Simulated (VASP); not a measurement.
# Cu (I4/mmm) in VASP: a series of runs

Cu is run at these levels: PBE; tasks: electric field gradients.

All numbers are computed with VASP 6.6.1; they aren't measurements. Logs are shortened: lines on timing, memory, paths and dates and some standing lists are left out, and cuts for length are marked.

## (1) The cell of the first run

The structure is tetragonal, space group I4/mmm (No. 139). The conventional cell has a = 2.609 Å, b = 2.609 Å, c = 3.470 Å, α = 90.00°, β = 90.00°, γ = 90.00°. Within 3.3 Å of Cu (site symmetry 4/mmm) lie 12 Cu at 2.53 to 2.61 Å.

## (2) Electric field gradients, PBE (z stretched by -4 % at fixed volume)

Input file INCAR:

```
SYSTEM = Cu
PREC = Accurate ; ENCUT = 520
EDIFF = 1E-8 ; ISMEAR = -1
SIGMA = 0.03 ; LREAL = .FALSE.
LASPH = .TRUE. ; NELM = 60
ALGO = Normal ; ISIF = 2
LWAVE = .FALSE. ; LCHARG = .FALSE.
GGA = PE ; LEFG = .TRUE.
NBANDS = 12
```

Input file KPOINTS:

```
regular mesh
0
G
  17 17 17
  0 0 0
```

Input file POSCAR:

```
Cu
1.0
    0.0000000000      1.8447719626      1.7352000000
    1.8447719626      0.0000000000      1.7352000000
    1.8447719626      1.8447719626      0.0000000000
Cu
1
Direct
    0.0000000000      0.0000000000      0.0000000000
```

Potentials or basis: VASP PAW PBE potentials, release 64 (Cu).

Launch:

```bash
cat potpaw_PBE.64/Cu/POTCAR > POTCAR
mpirun -np 1 vasp_std > vasp.out
```

OUTCAR:

```text
SYSTEM = Cu
   PREC = Accurate
   ENCUT = 520
   EDIFF = 1E-8
   ISMEAR = -1
   LREAL = .FALSE.
   LASPH = .TRUE.
   NELM = 60
   ISIF = 2
   GGA = PE

 ion  position               nearest neighbor table
   1  0.000  0.000  0.000-

  LATTYP: Found a body centered tetragonal cell.
 ALAT       =     2.6089015290
 C/A-ratio  =     1.3302150202

  Lattice vectors:

 A1 = (   0.0000000000,  -1.8447719626,  -1.7352000000)
 A2 = (   0.0000000000,   1.8447719626,  -1.7352000000)
 A3 = (   1.8447719626,   0.0000000000,   1.7352000000)

Analysis of symmetry for initial positions (statically):
=====================================================================
 Subroutine PRICEL returns:
 Original cell was already a primitive cell.

 Routine SETGRP: Setting up the symmetry group for a
 body centered tetragonal supercell.

 Subroutine GETGRP returns: Found 16 space group operations
 (whereof 16 operations were pure point group operations)
 out of a pool of 16 trial point group operations.

The static configuration has the point symmetry D_4h.

Analysis of symmetry for dynamics (positions and initial velocities):
=====================================================================
 Subroutine PRICEL returns:
 Original cell was already a primitive cell.

 Routine SETGRP: Setting up the symmetry group for a
 body centered tetragonal supercell.

 Subroutine GETGRP returns: Found 16 space group operations
 (whereof 16 operations were pure point group operations)
 out of a pool of 16 trial point group operations.

The dynamic configuration has the point symmetry D_4h.

 Subroutine INISYM returns: Found 16 space group operations
 (whereof 16 operations are pure point group operations),
 and found     1 'primitive' translations

----------------------------------------------------------------------------------------

                                     Primitive cell

  volume of cell :      11.8104

  direct lattice vectors                    reciprocal lattice vectors
     0.000000000  1.844771963  1.735200000    -0.271036209  0.271036209  0.288151222
     1.844771963  0.000000000  1.735200000     0.271036209 -0.271036209  0.288151222
     1.844771963  1.844771963  0.000000000     0.271036209  0.271036209 -0.288151222

  length of vectors
[... 120 lines left out ...]
  ---------------------------------------------------
  ext. energy  EPLUGINS =         0.00000000
  ---------------------------------------------------
  free energy    TOTEN  =        -3.72200782 eV

  energy without entropy =       -3.72102496  energy(sigma->0) =       -3.72151639

 E-fermi :   7.6195     XC(G=0): -12.7264

 val. band max:        7.6079691704   @ k =  -0.4706   0.1176   0.0588
 cond. band min:       7.6462375382   @ k =  -0.2353   0.2941   0.1176
 fundamental gap:      0.0382683678
 Fermi energy:         7.6194931688

 k-point     1 :       0.0000    0.0000    0.0000
  band No.  band energies     occupation
      1      -1.7654      2.00000
      2       4.4664      2.00000
      3       4.4664      2.00000
      4       4.7467      2.00000
      5       5.2231      2.00000
      6       5.5024      2.00000
      7      30.2530      0.00000
      8      32.7751      0.00000
      9      32.7751      0.00000
     10      33.0425      0.00000
     11      35.2524      0.00000
     12      35.4258      0.00000
[... 331 lines left out ...]
 k-point    24 :      -0.1176    0.0588    0.0000
  band No.  band energies     occupation
      1      -1.0054      2.00000
      2       4.3469      2.00000
      3       4.5966      2.00000
      4       4.8462      2.00000
      5       5.1446      2.00000
      6       5.5029      2.00000
      7      26.0544      0.00000
      8      28.7451      0.00000
      9      31.9761      0.00000
     10      33.1387      0.00000
     11      35.1991      0.00000
     12      36.0413      0.00000

 [... further k-points ...]
[... 5 lines left out ...]
  --------------------------------------------------------------------------------------
  -------------------------------------------------------------------------------------
  Total        0.1217362      0.1217362      0.2618581      0.0000000     -0.0000000     -0.0000000
  in kB       16.5145038     16.5145038     35.5231707      0.0000000     -0.0000000     -0.0000000
  external PRESSURE =      22.8507261 kB  Pullay stress =       0.0000000 kB

 VOLUME and BASIS-vectors are now :
 -----------------------------------------------------------------------------
  energy-cutoff  :      520.00
  volume of cell :       11.81
      direct lattice vectors                 reciprocal lattice vectors
     0.000000000  1.844771963  1.735200000    -0.271036209  0.271036209  0.288151222
     1.844771963  0.000000000  1.735200000     0.271036209 -0.271036209  0.288151222
     1.844771963  1.844771963  0.000000000     0.271036209  0.271036209 -0.288151222

 POSITION                                       TOTAL-FORCE (eV/Angst)
 -----------------------------------------------------------------------------------
      0.00000      0.00000      0.00000         0.000000     -0.000000      0.000000
 -----------------------------------------------------------------------------------
    total drift:                               -0.000000     -0.000000     -0.000000

  FREE ENERGIE OF THE ION-ELECTRON SYSTEM (eV)
  ---------------------------------------------------
  free  energy   TOTEN  =        -3.7220078229 eV

  energy  without entropy=       -3.7210249589  energy(sigma->0) =       -3.72151639

 Electric field gradients (V/A^2)
---------------------------------------------------------------------
 ion       V_xx      V_yy      V_zz      V_xy      V_xz      V_yz
---------------------------------------------------------------------
   1      -0.064    -0.064     0.127    -0.003     0.005     0.005
---------------------------------------------------------------------

 Electric field gradients after diagonalization (V/A^2)
 (convention: |V_zz| > |V_xx| > |V_yy|)
----------------------------------------------------------------------
 ion       V_xx      V_yy      V_zz     asymmetry (V_yy - V_xx)/ V_zz
----------------------------------------------------------------------
   1      -0.067    -0.060     0.127       0.055
----------------------------------------------------------------------

           NMR quadrupolar parameters

 Cq : quadrupolar parameter    Cq=e*Q*V_zz/h
 eta: asymmetry parameters     (V_yy - V_xx)/ V_zz
 Q  : nuclear electric quadrupole moment in mb (millibarn)
----------------------------------------------------------------------
 ion       Cq(MHz)       eta       Q (mb)
----------------------------------------------------------------------
   1       0.000       0.055       1.000
----------------------------------------------------------------------
```

OSZICAR:

```text
N       E                     dE             d eps       ncg     rms          rms(c)
DAV:   1     0.424659022997E+02    0.42466E+02   -0.54078E+03 10812   0.154E+03
DAV:   2    -0.330903408833E+01   -0.45775E+02   -0.42271E+02  9976   0.205E+02
DAV:   3    -0.461816426699E+01   -0.13091E+01   -0.13013E+01 11352   0.394E+01
DAV:   4    -0.462630035765E+01   -0.81361E-02   -0.81351E-02 10956   0.276E+00
DAV:   5    -0.462637733166E+01   -0.76974E-04   -0.76975E-04 11516   0.274E-01    0.767E+00
DAV:   6    -0.409784339402E+01    0.52853E+00   -0.14419E+01 11544   0.720E+01    0.390E+00
DAV:   7    -0.373478701299E+01    0.36306E+00   -0.22778E+00 11560   0.285E+01    0.598E-01
DAV:   8    -0.372338452361E+01    0.11402E-01   -0.44182E-03 10844   0.839E-01    0.279E-01
DAV:   9    -0.372200557263E+01    0.13790E-02   -0.83875E-03 12228   0.159E+00    0.281E-02
DAV:  10    -0.372200885145E+01   -0.32788E-05   -0.35204E-05 14256   0.929E-02    0.854E-03
DAV:  11    -0.372200772970E+01    0.11218E-05   -0.11378E-06 12244   0.197E-02    0.295E-04
DAV:  12    -0.372200777079E+01   -0.41092E-07   -0.12521E-08  7652   0.135E-03    0.118E-04
DAV:  13    -0.372200781634E+01   -0.45544E-07   -0.31212E-09  6764   0.898E-04    0.207E-05
DAV:  14    -0.372200782689E+01   -0.10556E-07   -0.27525E-10  5604   0.231E-04    0.958E-06
DAV:  15    -0.372200782286E+01    0.40309E-08   -0.92147E-11  5600   0.166E-04
   1 F= -.37220078E+01 E0= -.37215164E+01  d E =-.982864E-03
```

stdout:

```text
POSCAR found type information on POSCAR Cu
 POSCAR found :  1 types and       1 ions
 scaLAPACK will be used
 LDA part: xc-table for (Slater+PW92), standard interpolation
 POSCAR, INCAR and KPOINTS ok, starting setup
 FFT: planning ... GRIDC
 FFT: planning ... GRID_SOFT
 FFT: planning ... GRID
 WAVECAR not read
 entering main loop
ion   1
```

Wall time 1.9 min (1 thread of AMD EPYC 7R13, shared host); peak memory 0.14 GiB.

What came out:

```yaml
Free_energy: -3.7220 eV
Pressure: 2.3 GPa
```

Stress tensor (GPa, compression positive):
```
1.65 0.00 0.00
0.00 1.65 0.00
0.00 0.00 3.55
```

Caveat: without QUAD_EFG the Cq values of the log hold for a quadrupole moment of 1 mb, not for the nuclei.

## (3) Electric field gradients, PBE (z stretched by -4 % at fixed volume)

Input file INCAR:

```
PREC = Accurate
ENCUT = 520
EDIFF = 1E-8
ISMEAR = -1
SIGMA = 0.03
LREAL = F
LASPH = T
NELM = 80
ALGO = Normal
ISIF = 2
LWAVE = F
LCHARG = F
GGA = PE
LEFG = T
NBANDS = 12
```

Input file KPOINTS:

```
Automatic mesh
0
Gamma
  17 17 17
```

POSCAR is that of step 2.

Potentials or basis: VASP PAW PBE potentials, release 64 (Cu).

Launch:

```bash
cat potpaw_PBE.64/Cu/POTCAR > POTCAR
mpirun -np 1 vasp_std > vasp.out
```

OUTCAR:

```text
PREC = Accurate
   ENCUT = 520
   EDIFF = 1E-8
   ISMEAR = -1
   LREAL = F
   LASPH = T
   NELM = 80
   ISIF = 2
   GGA = PE

 ion  position               nearest neighbor table
   1  0.000  0.000  0.000-

  LATTYP: Found a body centered tetragonal cell.
 ALAT       =     2.6089015290
 C/A-ratio  =     1.3302150202

  Lattice vectors:

 A1 = (   0.0000000000,  -1.8447719626,  -1.7352000000)
 A2 = (   0.0000000000,   1.8447719626,  -1.7352000000)
 A3 = (   1.8447719626,   0.0000000000,   1.7352000000)

Analysis of symmetry for initial positions (statically):
=====================================================================
 Subroutine PRICEL returns:
 Original cell was already a primitive cell.

 Routine SETGRP: Setting up the symmetry group for a
 body centered tetragonal supercell.

 Subroutine GETGRP returns: Found 16 space group operations
 (whereof 16 operations were pure point group operations)
 out of a pool of 16 trial point group operations.

The static configuration has the point symmetry D_4h.

Analysis of symmetry for dynamics (positions and initial velocities):
=====================================================================
 Subroutine PRICEL returns:
 Original cell was already a primitive cell.

 Routine SETGRP: Setting up the symmetry group for a
 body centered tetragonal supercell.

 Subroutine GETGRP returns: Found 16 space group operations
 (whereof 16 operations were pure point group operations)
 out of a pool of 16 trial point group operations.

The dynamic configuration has the point symmetry D_4h.

 Subroutine INISYM returns: Found 16 space group operations
 (whereof 16 operations are pure point group operations),
 and found     1 'primitive' translations

----------------------------------------------------------------------------------------

                                     Primitive cell

  volume of cell :      11.8104

  direct lattice vectors                    reciprocal lattice vectors
     0.000000000  1.844771963  1.735200000    -0.271036209  0.271036209  0.288151222
     1.844771963  0.000000000  1.735200000     0.271036209 -0.271036209  0.288151222
     1.844771963  1.844771963  0.000000000     0.271036209  0.271036209 -0.288151222

  length of vectors
     2.532607872  2.532607872  2.608901529     0.479533503  0.479533503  0.479533503

  position of ions in fractional coordinates (direct lattice)
     0.000000000  0.000000000  0.000000000

  ion indices of the primitive-cell ions
   primitive index   ion index
                 1           1

----------------------------------------------------------------------------------------

 KPOINTS: Automatic mesh

Automatic generation of k-mesh.
 Grid dimensions read from file:
 generate k-points for:   17   17   17

 Generating k-lattice:

  Cartesian coordinates                     Fractional coordinates (reciprocal lattice)
[... 65 lines left out ...]
   NFREE  =      0    steps in history (QN), initial steepest desc. (CG)
   ISIF   =      2    stress and relaxation
   ISYM   =      2    0-nonsym 1-usesym 2-fastsym
   POTIM  = 0.5000    time-step for ionic-motion
   TEBEG  =    0.0;   TEEND  =   0.0 temperature during run
   PSTRESS=    0.0 pullay stress
   NELECT =      11.0000    total number of electrons
   NUPDOWN=      -1.0000    fix difference up-down
   EMIN   =  10.00;   EMAX   =-10.00  energy-range for DOS
   EFERMI =   0.00;   METHOD = LEGACY
   ISMEAR =    -1;   SIGMA  =   0.03  broadening in eV -4-tet -1-fermi 0-gaus
   EFERMI_NEDOS =   21; number of points for ismear=-14 and -15
   IALGO  =     38    algorithm
   IMIX   =      4    mixing-type and parameters
     AMIX     =   0.40;   BMIX     =  1.00
     AMIX_MAG =   1.60;   BMIX_MAG =  1.00
  volume/ion in A,a.u.               =      11.81        79.70
  Fermi-wavevector in a.u.,A,eV,Ry     =   1.598763  3.021224 34.777078  2.556043
  Thomas-Fermi vector in A             =   2.696162
   LORBIT       =      0    0 simple, 1 ext, 2 COOP (PROOUT), +10 PAW based schemes
   GGA     = PE    functional components
   LHFCALC =     F    Hartree Fock is set to
   AEXX    =    0.0000 exact exchange contribution
   IVDW    =     0    specifies the selected vdW correction
   LEPSILON=     F    determine dielectric tensor
   LRPA    =     F    only Hartree local field effects (RPA)
 non-spin polarized calculation
  energy-cutoff  :      520.00
  volume of cell :       11.81
 maximum number of plane-waves:       330
   NGX =  9   NGY =  9   NGZ =  9

 number of electron      11.0000006 magnetization

 Free energy of the ion-electron system (eV)
  ---------------------------------------------------
  ext. energy  EPLUGINS =         0.00000000
  ---------------------------------------------------
  free energy    TOTEN  =        -3.72200782 eV

  energy without entropy =       -3.72102496  energy(sigma->0) =       -3.72151639

 E-fermi :   7.6195     XC(G=0): -12.7264

 val. band max:        7.6079691704   @ k =  -0.4706   0.1176   0.0588
 cond. band min:       7.6462375382   @ k =  -0.2353   0.2941   0.1176
 fundamental gap:      0.0382683678
 Fermi energy:         7.6194931688

 k-point     1 :       0.0000    0.0000    0.0000
  band No.  band energies     occupation
      1      -1.7654      2.00000
      2       4.4664      2.00000
      3       4.4664      2.00000
      4       4.7467      2.00000
      5       5.2231      2.00000
      6       5.5024      2.00000
      7      30.2530      0.00000
      8      32.7751      0.00000
      9      32.7751      0.00000
     10      33.0425      0.00000
     11      35.2524      0.00000
     12      35.4258      0.00000
[... 331 lines left out ...]
 k-point    24 :      -0.1176    0.0588    0.0000
  band No.  band energies     occupation
      1      -1.0054      2.00000
      2       4.3469      2.00000
      3       4.5966      2.00000
      4       4.8462      2.00000
      5       5.1446      2.00000
      6       5.5029      2.00000
      7      26.0544      0.00000
      8      28.7451      0.00000
      9      31.9761      0.00000
     10      33.1387      0.00000
     11      35.1991      0.00000
     12      36.0413      0.00000

 [... further k-points ...]
[... 5 lines left out ...]
  --------------------------------------------------------------------------------------
  -------------------------------------------------------------------------------------
  Total        0.1217362      0.1217362      0.2618581      0.0000000     -0.0000000     -0.0000000
  in kB       16.5145038     16.5145038     35.5231707      0.0000000     -0.0000000     -0.0000000
  external PRESSURE =      22.8507261 kB  Pullay stress =       0.0000000 kB

 VOLUME and BASIS-vectors are now :
 -----------------------------------------------------------------------------
  energy-cutoff  :      520.00
  volume of cell :       11.81
      direct lattice vectors                 reciprocal lattice vectors
     0.000000000  1.844771963  1.735200000    -0.271036209  0.271036209  0.288151222
     1.844771963  0.000000000  1.735200000     0.271036209 -0.271036209  0.288151222
     1.844771963  1.844771963  0.000000000     0.271036209  0.271036209 -0.288151222

 POSITION                                       TOTAL-FORCE (eV/Angst)
 -----------------------------------------------------------------------------------
      0.00000      0.00000      0.00000         0.000000     -0.000000      0.000000
 -----------------------------------------------------------------------------------
    total drift:                               -0.000000     -0.000000     -0.000000

  FREE ENERGIE OF THE ION-ELECTRON SYSTEM (eV)
  ---------------------------------------------------
  free  energy   TOTEN  =        -3.7220078229 eV

  energy  without entropy=       -3.7210249589  energy(sigma->0) =       -3.72151639

 Electric field gradients (V/A^2)
---------------------------------------------------------------------
 ion       V_xx      V_yy      V_zz      V_xy      V_xz      V_yz
---------------------------------------------------------------------
   1      -0.064    -0.064     0.127    -0.003     0.005     0.005
---------------------------------------------------------------------

 Electric field gradients after diagonalization (V/A^2)
 (convention: |V_zz| > |V_xx| > |V_yy|)
----------------------------------------------------------------------
 ion       V_xx      V_yy      V_zz     asymmetry (V_yy - V_xx)/ V_zz
----------------------------------------------------------------------
   1      -0.067    -0.060     0.127       0.055
----------------------------------------------------------------------

           NMR quadrupolar parameters

 Cq : quadrupolar parameter    Cq=e*Q*V_zz/h
 eta: asymmetry parameters     (V_yy - V_xx)/ V_zz
 Q  : nuclear electric quadrupole moment in mb (millibarn)
----------------------------------------------------------------------
 ion       Cq(MHz)       eta       Q (mb)
----------------------------------------------------------------------
   1       0.000       0.055       1.000
----------------------------------------------------------------------
```

OSZICAR:

```text
N       E                     dE             d eps       ncg     rms          rms(c)
DAV:   1     0.424659022997E+02    0.42466E+02   -0.54078E+03 10812   0.154E+03
DAV:   2    -0.330903408833E+01   -0.45775E+02   -0.42271E+02  9976   0.205E+02
DAV:   3    -0.461816426699E+01   -0.13091E+01   -0.13013E+01 11352   0.394E+01
DAV:   4    -0.462630035765E+01   -0.81361E-02   -0.81351E-02 10956   0.276E+00
DAV:   5    -0.462637733166E+01   -0.76974E-04   -0.76975E-04 11516   0.274E-01    0.767E+00
DAV:   6    -0.409784339402E+01    0.52853E+00   -0.14419E+01 11544   0.720E+01    0.390E+00
DAV:   7    -0.373478701299E+01    0.36306E+00   -0.22778E+00 11560   0.285E+01    0.598E-01
DAV:   8    -0.372338452361E+01    0.11402E-01   -0.44182E-03 10844   0.839E-01    0.279E-01
DAV:   9    -0.372200557263E+01    0.13790E-02   -0.83875E-03 12228   0.159E+00    0.281E-02
DAV:  10    -0.372200885145E+01   -0.32788E-05   -0.35204E-05 14256   0.929E-02    0.854E-03
DAV:  11    -0.372200772970E+01    0.11218E-05   -0.11378E-06 12244   0.197E-02    0.295E-04
DAV:  12    -0.372200777079E+01   -0.41092E-07   -0.12521E-08  7652   0.135E-03    0.118E-04
DAV:  13    -0.372200781634E+01   -0.45544E-07   -0.31212E-09  6764   0.898E-04    0.207E-05
DAV:  14    -0.372200782689E+01   -0.10556E-07   -0.27525E-10  5604   0.231E-04    0.958E-06
DAV:  15    -0.372200782286E+01    0.40309E-08   -0.92147E-11  5600   0.166E-04
   1 F= -.37220078E+01 E0= -.37215164E+01  d E =-.982864E-03
```

Run time: 2.1 min. Hardware: 1 thread of AMD EPYC 7R13, shared host; peak memory 0.14 GiB.

What came out:

```
Free energy : -3.7220 eV
Pressure    : 2.3 GPa
```

Stress tensor (GPa, compression positive):
```
1.65 0.00 0.00
0.00 1.65 0.00
0.00 0.00 3.55
```

Caveat: without QUAD_EFG the Cq values of the log hold for a quadrupole moment of 1 mb, not for the nuclei.
